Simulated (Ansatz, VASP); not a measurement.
CdS3: VASP beside Ansatz

```xyz
4
Lattice="0.0000 3.3069 3.3069 3.3069 0.0000 3.3069 3.3069 3.3069 0.0000" Properties=species:S:1:pos:R:3 pbc="T T T"
Cd    3.3069    3.3069    3.3069
S     0.0000    0.0000    0.0000
S     1.6534    1.6534    1.6534
S     4.9603    4.9603    4.9603
```

Alike in both runs: task single point; functional PBE; k mesh 12 × 12 × 12; occupations gaussian, width 0.1 eV; no spin polarisation.

```csv
,VASP,Ansatz
version,VASP 6.6.1,Ansatz 0.2.0
potentials or method,"VASP PAW PBE potentials, release 64 (Cd, S), cutoff 500 eV","scalar-relativistic, plane waves, PAW"
valence electrons in the cell,30,38
```

|  | VASP | Ansatz | Ansatz less VASP |
| --- | --- | --- | --- |
| gap on the k mesh at the Fermi level (eV) | none | none | - |
| pressure (GPa) | 0.2 | 0.0 | -0.17 |

A gap of «none» marks a metal or a gap that the smearing closes. VASP's potentials hold 30 valence electrons a cell and Ansatz's 38, so a difference there can come from the potentials and not from the codes.
